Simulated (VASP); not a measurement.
# MoSe (P6_3/mmc) in VASP: notebook

The runs below take MoSe through single point, with PBE+U.

Everything below comes from runs of VASP 6.6.1. Logs are shortened: lines on timing, memory, paths and dates and some standing lists are left out, and cuts for length are marked.

## Step 1: The cell of the first run

It takes space group P6_3/mmc (No. 194, hexagonal). The conventional cell has a = 4.021 Å, b = 4.021 Å, c = 6.816 Å, α = 90.00°, β = 90.00°, γ = 120.00°. Within 3.8 Å of Mo (site symmetry -3m) lie 6 Se at 2.88 Å and 2 Mo at 3.41 Å. Within 3.8 Å of Se (site symmetry -6m2) lie 6 Mo at 2.88 Å.

## Step 2: Single point, PBE+U

Input file INCAR:

```
SYSTEM = MoSe
ALGO = Normal
EDIFF = 1E-7
ENCUT = 520
GGA = PE
ISIF = 2
ISMEAR = 0
LASPH = .TRUE.
LCHARG = .TRUE.
LDAU = .TRUE.
LDAUJ = 0 0
LDAUL = 2 -1
LDAUPRINT = 1
LDAUTYPE = 2
LDAUU = 4.38 0
LELF = .TRUE.
LMAXMIX = 4
LREAL = .FALSE.
LVHAR = .TRUE.
LWAVE = .FALSE.
NBANDS = 28
NELM = 150
PREC = Accurate
SIGMA = 0.1
```

Input file KPOINTS:

```
k-points
0
G
  12 12 6
  0 0 0
```

Input file POSCAR:

```
MoSe
1.0
    4.0210140349      0.0000000000      0.0000000000
   -2.0105070175      3.4823003032      0.0000000000
    0.0000000000      0.0000000000      6.8157679718
Mo Se
2 2
Direct
    0.0000000000      0.0000000000      0.0000000000
    0.0000000000      0.0000000000      0.5000000000
    0.3333333333      0.6666666667      0.2500000000
    0.6666666667      0.3333333333      0.7500000000
```

Potentials or basis: VASP PAW PBE potentials, release 64 (Mo_sv, Se).

The run is started by

```bash
$ cat potpaw_PBE.64/Mo_sv/POTCAR potpaw_PBE.64/Se/POTCAR > POTCAR
$ mpirun -np 1 vasp_std > vasp.out
```

OUTCAR:

```text
SYSTEM = MoSe
   EDIFF = 1E-7
   ENCUT = 520
   GGA = PE
   ISIF = 2
   ISMEAR = 0
   LASPH = .TRUE.
   LREAL = .FALSE.
   NELM = 150
   PREC = Accurate

 ion  position               nearest neighbor table
   1  0.000  0.000  0.000-   3 2.88   4 2.88   4 2.88   3 2.88   4 2.88   3 2.88   2 3.41   2 3.41

   2  0.000  0.000  0.500-   3 2.88   4 2.88   4 2.88   3 2.88   4 2.88   3 2.88   1 3.41   1 3.41

   3  0.333  0.667  0.250-   1 2.88   2 2.88   1 2.88   2 2.88   1 2.88   2 2.88
   4  0.667  0.333  0.750-   1 2.88   2 2.88   1 2.88   2 2.88   1 2.88   2 2.88

  LATTYP: Found a hexagonal cell.
 ALAT       =     4.0210140349
 C/A-ratio  =     1.6950371008

  Lattice vectors:

 A1 = (   4.0210140349,   0.0000000000,   0.0000000000)
 A2 = (  -2.0105070175,   3.4823003032,   0.0000000000)
 A3 = (   0.0000000000,   0.0000000000,   6.8157679718)

Analysis of symmetry for initial positions (statically):
=====================================================================
 Subroutine PRICEL returns:
 Original cell was already a primitive cell.

 Routine SETGRP: Setting up the symmetry group for a
 hexagonal supercell.

 Subroutine GETGRP returns: Found 24 space group operations
 (whereof 12 operations were pure point group operations)
 out of a pool of 24 trial point group operations.

The static configuration has the point symmetry D_3d.
 The point group associated with its full space group is D_6h.

Analysis of symmetry for dynamics (positions and initial velocities):
=====================================================================
 Subroutine PRICEL returns:
 Original cell was already a primitive cell.

 Routine SETGRP: Setting up the symmetry group for a
 hexagonal supercell.

 Subroutine GETGRP returns: Found 24 space group operations
 (whereof 12 operations were pure point group operations)
 out of a pool of 24 trial point group operations.

The dynamic configuration has the point symmetry D_3d.
 The point group associated with its full space group is D_6h.

 Subroutine INISYM returns: Found 24 space group operations
 (whereof 12 operations are pure point group operations),
 and found     1 'primitive' translations

----------------------------------------------------------------------------------------

                                     Primitive cell

  volume of cell :      95.4370

  direct lattice vectors                    reciprocal lattice vectors
     4.021014035  0.000000000  0.000000000     0.248693487  0.143583251  0.000000000
    -2.010507018  3.482300303  0.000000000     0.000000000  0.287166503  0.000000000
     0.000000000  0.000000000  6.815767972     0.000000000  0.000000000  0.146718610

  length of vectors
     4.021014035  4.021014035  6.815767972     0.287166503  0.287166503  0.146718610

  position of ions in fractional coordinates (direct lattice)
     0.000000000  0.000000000  0.000000000
     0.000000000  0.000000000  0.500000000
     0.333333333  0.666666667  0.250000000
     0.666666667  0.333333333  0.750000000

  ion indices of the primitive-cell ions
   primitive index   ion index
                 1           1
                 2           2
                 3           3
                 4           4

----------------------------------------------------------------------------------------
[... 102 lines left out ...]
   IVDW    =     0    specifies the selected vdW correction
   LEPSILON=     F    determine dielectric tensor
   LRPA    =     F    only Hartree local field effects (RPA)
 non-spin polarized calculation
 Gauss-broadening in eV      SIGMA  =   0.10
  energy-cutoff  :      520.00
  volume of cell :       95.44
 maximum number of plane-waves:      2595
 NGX is ok and might be reduce to    30
   NGX = 15   NGY = 15   NGZ = 25

atom =   1  type =  1  l = 2

 onsite density matrix

spin component  1

  0.4507  0.0000  0.0000  0.3131 -0.0000
  0.0000  0.4469  0.0000 -0.0000  0.3131
  0.0000  0.0000  0.1214  0.0000  0.0000
  0.3131 -0.0000  0.0000  0.4469 -0.0000
 -0.0000  0.3131  0.0000 -0.0000  0.4507

spin component  2

  0.4507  0.0000  0.0000  0.3131 -0.0000
  0.0000  0.4469  0.0000 -0.0000  0.3131
  0.0000  0.0000  0.1214  0.0000  0.0000
  0.3131 -0.0000  0.0000  0.4469 -0.0000
 -0.0000  0.3131  0.0000 -0.0000  0.4507

 occupancies and eigenvectors

  o =  0.1214  v = -0.0000  0.0000  1.0000  0.0000 -0.0000  0.0000  0.0000  0.0000  0.0000  0.0000      0.0000  0.0000  0.0000  0.0000  0.0000  0.0000  0.0000  0.0000  0.0000  0.0000
  o =  0.1214  v =  0.0000  0.0000  0.0000  0.0000  0.0000 -0.0000  0.0000  1.0000  0.0000 -0.0000      0.0000  0.0000  0.0000  0.0000  0.0000  0.0000  0.0000  0.0000  0.0000  0.0000
  o =  0.1357  v = -0.5124  0.4871 -0.0000  0.5156 -0.4841  0.0000  0.0000  0.0000  0.0000  0.0000      0.0000  0.0000  0.0000  0.0000  0.0000  0.0000  0.0000  0.0000  0.0000  0.0000
  o =  0.1357  v =  0.0000  0.0000  0.0000  0.0000  0.0000 -0.5124  0.4871 -0.0000  0.5156 -0.4841      0.0000  0.0000  0.0000  0.0000  0.0000  0.0000  0.0000  0.0000  0.0000  0.0000
  o =  0.1357  v =  0.0000  0.0000  0.0000  0.0000  0.0000  0.4841  0.5156  0.0000 -0.4871 -0.5124      0.0000  0.0000  0.0000  0.0000  0.0000  0.0000  0.0000  0.0000  0.0000  0.0000
  o =  0.1357  v =  0.4841  0.5156  0.0000 -0.4871 -0.5124  0.0000  0.0000  0.0000  0.0000  0.0000      0.0000  0.0000  0.0000  0.0000  0.0000  0.0000  0.0000  0.0000  0.0000  0.0000
  o =  0.7619  v =  0.0000  0.0000  0.0000  0.0000  0.0000 -0.5155 -0.4842 -0.0000 -0.5124 -0.4871      0.0000  0.0000  0.0000  0.0000  0.0000  0.0000  0.0000  0.0000  0.0000  0.0000
  o =  0.7619  v = -0.5155 -0.4842 -0.0000 -0.5124 -0.4871  0.0000  0.0000  0.0000  0.0000  0.0000      0.0000  0.0000  0.0000  0.0000  0.0000  0.0000  0.0000  0.0000  0.0000  0.0000
  o =  0.7619  v =  0.4871 -0.5124  0.0000  0.4842 -0.5155  0.0000  0.0000  0.0000  0.0000  0.0000      0.0000  0.0000  0.0000  0.0000  0.0000  0.0000  0.0000  0.0000  0.0000  0.0000
  o =  0.7619  v =  0.0000  0.0000  0.0000  0.0000  0.0000  0.4871 -0.5124  0.0000  0.4842 -0.5155      0.0000  0.0000  0.0000  0.0000  0.0000  0.0000  0.0000  0.0000  0.0000  0.0000

atom =   2  type =  1  l = 2

 onsite density matrix

spin component  1

  0.4507 -0.0000  0.0000 -0.3131 -0.0000
 -0.0000  0.4469 -0.0000 -0.0000 -0.3131
  0.0000 -0.0000  0.1214 -0.0000  0.0000
 -0.3131 -0.0000 -0.0000  0.4469  0.0000
 -0.0000 -0.3131  0.0000  0.0000  0.4507

spin component  2

  0.4507 -0.0000  0.0000 -0.3131 -0.0000
 -0.0000  0.4469 -0.0000 -0.0000 -0.3131
  0.0000 -0.0000  0.1214 -0.0000  0.0000
 -0.3131 -0.0000 -0.0000  0.4469  0.0000
 -0.0000 -0.3131  0.0000  0.0000  0.4507

 occupancies and eigenvectors

  o =  0.1214  v = -0.0000 -0.0000  1.0000 -0.0000 -0.0000  0.0000  0.0000  0.0000  0.0000  0.0000      0.0000  0.0000  0.0000  0.0000  0.0000  0.0000  0.0000  0.0000  0.0000  0.0000
  o =  0.1214  v =  0.0000  0.0000  0.0000  0.0000  0.0000 -0.0000 -0.0000  1.0000 -0.0000 -0.0000      0.0000  0.0000  0.0000  0.0000  0.0000  0.0000  0.0000  0.0000  0.0000  0.0000
  o =  0.1357  v = -0.5124 -0.4871 -0.0000 -0.5155 -0.4841  0.0000  0.0000  0.0000  0.0000  0.0000      0.0000  0.0000  0.0000  0.0000  0.0000  0.0000  0.0000  0.0000  0.0000  0.0000
  o =  0.1357  v =  0.0000  0.0000  0.0000  0.0000  0.0000 -0.5124 -0.4871 -0.0000 -0.5155 -0.4841      0.0000  0.0000  0.0000  0.0000  0.0000  0.0000  0.0000  0.0000  0.0000  0.0000
  o =  0.1357  v =  0.0000  0.0000  0.0000  0.0000  0.0000  0.4841 -0.5155  0.0000  0.4871 -0.5124      0.0000  0.0000  0.0000  0.0000  0.0000  0.0000  0.0000  0.0000  0.0000  0.0000
  o =  0.1357  v =  0.4841 -0.5155  0.0000  0.4871 -0.5124  0.0000  0.0000  0.0000  0.0000  0.0000      0.0000  0.0000  0.0000  0.0000  0.0000  0.0000  0.0000  0.0000  0.0000  0.0000
  o =  0.7619  v =  0.0000  0.0000  0.0000  0.0000  0.0000 -0.5155  0.4842 -0.0000  0.5124 -0.4871      0.0000  0.0000  0.0000  0.0000  0.0000  0.0000  0.0000  0.0000  0.0000  0.0000
  o =  0.7619  v = -0.5155  0.4842 -0.0000  0.5124 -0.4871  0.0000  0.0000  0.0000  0.0000  0.0000      0.0000  0.0000  0.0000  0.0000  0.0000  0.0000  0.0000  0.0000  0.0000  0.0000
  o =  0.7619  v =  0.4871  0.5124  0.0000 -0.4842 -0.5155  0.0000  0.0000  0.0000  0.0000  0.0000      0.0000  0.0000  0.0000  0.0000  0.0000  0.0000  0.0000  0.0000  0.0000  0.0000
  o =  0.7619  v =  0.0000  0.0000  0.0000  0.0000  0.0000  0.4871  0.5124  0.0000 -0.4842 -0.5155      0.0000  0.0000  0.0000  0.0000  0.0000  0.0000  0.0000  0.0000  0.0000  0.0000

 number of electron      39.9999999 magnetization

 Free energy of the ion-electron system (eV)
  ---------------------------------------------------
  ext. energy  EPLUGINS =         0.00000000
  ---------------------------------------------------
  free energy    TOTEN  =       -17.23992975 eV

  energy without entropy =      -17.22420200  energy(sigma->0) =      -17.23206588

 E-fermi :   5.6725     XC(G=0): -10.2374

 val. band max:        5.6642725553   @ k =   0.4167   0.1667   0.5000
 cond. band min:       5.6875991486   @ k =   0.1667   0.0833   0.1667
 fundamental gap:      0.0233265933
 Fermi energy:         5.6724854128

 k-point     1 :       0.0000    0.0000    0.0000
  band No.  band energies     occupation
      1     -55.3955      2.00000
      2     -55.3885      2.00000
      3     -29.8736      2.00000
      4     -29.7637      2.00000
      5     -29.2585      2.00000
      6     -29.2585      2.00000
[... 733 lines left out ...]
     27       9.3109      0.00000
     28      10.8254      0.00000

 [... further k-points ...]

------------------------ aborting loop because EDIFF is reached ----------------------------------------

  FORCE on cell =-STRESS in cart. coord.  units (eV):
  Direction    XX          YY          ZZ          XY          YZ          ZX
  --------------------------------------------------------------------------------------
  -------------------------------------------------------------------------------------
  Total       -7.9802122     -7.9802122     -7.6843744      0.0000000      0.0000000      0.0000000
  in kB     -133.9702641   -133.9702641   -129.0037967      0.0000000      0.0000000      0.0000000
  external PRESSURE =    -132.3147749 kB  Pullay stress =       0.0000000 kB

 VOLUME and BASIS-vectors are now :
 -----------------------------------------------------------------------------
  energy-cutoff  :      520.00
  volume of cell :       95.44
      direct lattice vectors                 reciprocal lattice vectors
     4.021014035  0.000000000  0.000000000     0.248693487  0.143583251  0.000000000
    -2.010507018  3.482300303  0.000000000     0.000000000  0.287166503  0.000000000
     0.000000000  0.000000000  6.815767972     0.000000000  0.000000000  0.146718610

 POSITION                                       TOTAL-FORCE (eV/Angst)
 -----------------------------------------------------------------------------------
      0.00000      0.00000      0.00000         0.000000      0.000000      0.000000
      0.00000      0.00000      3.40788         0.000000      0.000000      0.000000
     -0.00000      2.32153      1.70394         0.000000      0.000000     -0.000000
      2.01051      1.16077      5.11183        -0.000000     -0.000000      0.000000
 -----------------------------------------------------------------------------------
    total drift:                                0.000000      0.000000      0.000000

  FREE ENERGIE OF THE ION-ELECTRON SYSTEM (eV)
  ---------------------------------------------------
  free  energy   TOTEN  =       -17.2399297498 eV

  energy  without entropy=      -17.2242020008  energy(sigma->0) =      -17.23206588
```

Run time: 4.9 min. Hardware: 1 thread of Intel Xeon Platinum 8559C (Emerald Rapids), shared host; peak memory 0.33 GiB.

Results:

```
Free energy            : -17.2399 eV
Pressure               : -13.2 GPa
Band gap on the k mesh : zero (bands 20 and 21 overlap by 1.03 eV)
```

Eigenvalues of the final occupation matrices:
```csv
site,spin,trace,eigenvalues
site 1 d,1,1.92,0.12 0.14 0.14 0.76 0.76
site 1 d,2,1.92,0.12 0.14 0.14 0.76 0.76
site 2 d,1,1.92,0.12 0.14 0.14 0.76 0.76
site 2 d,2,1.92,0.12 0.14 0.14 0.76 0.76
```

Caveat: the cell stands under tension; U without spin polarisation on a metal has little footing.

## Step 3: Single point, PBE+U

Input file INCAR:

```
PREC = Accurate ; ENCUT = 520
EDIFF = 1E-6 ; ISMEAR = 0
SIGMA = 0.1 ; LREAL = False
LASPH = True ; NELM = 150
ALGO = Normal ; ISIF = 2
LWAVE = False ; LCHARG = False
LMAXMIX = 4 ; LDAU = True
LDAUTYPE = 2 ; LDAUL = 2 -1
LDAUU = 4.38 0 ; LDAUJ = 0 0
LDAUPRINT = 1 ; GGA = PE
NBANDS = 28
```

Input file KPOINTS:

```
regular mesh
0
Gamma
  12 12 6
```

POSCAR is that of step 2.

Potentials or basis: VASP PAW PBE potentials, release 64 (Mo_sv, Se).

The run is started by

```bash
$ cat potpaw_PBE.64/Mo_sv/POTCAR potpaw_PBE.64/Se/POTCAR > POTCAR
$ mpirun -np 1 vasp_std > vasp.out
```

Run time: 3.3 min. Hardware: 1 thread of Intel Xeon Platinum 8559C (Emerald Rapids), shared host; peak memory 0.33 GiB.

It converged, with:

```
Free energy            : -17.2399 eV
Pressure               : -13.2 GPa
Band gap on the k mesh : zero (bands 20 and 21 overlap by 1.03 eV)
```

Stress tensor (GPa, compression positive):
```
-13.40   0.00   0.00
  0.00 -13.40   0.00
  0.00   0.00 -12.90
```

Levels at points of the mesh, in eV from the Fermi level:
```
           k point  band 18  band 19  band 20  band 21  band 22  band 23
(0.00, 0.00, 0.00)    -1.44    -0.97    -0.87    -0.87     1.03     1.03
(0.50, 0.00, 0.00)    -1.12    -0.40    -0.10     0.87     1.58     2.03
(0.00, 0.00, 0.50)    -1.20    -1.20    -1.20     0.38     0.38     2.61
(0.50, 0.00, 0.50)    -1.33    -0.14    -0.14     1.37     1.37     2.37
```

Eigenvalues of the final occupation matrices:
```
    site  spin  trace               eigenvalues
site 1 d     1   1.92  0.12 0.14 0.14 0.76 0.76
site 1 d     2   1.92  0.12 0.14 0.14 0.76 0.76
site 2 d     1   1.92  0.12 0.14 0.14 0.76 0.76
site 2 d     2   1.92  0.12 0.14 0.14 0.76 0.76
```

Caveat: the cell stands under tension; U without spin polarisation on a metal has little footing.
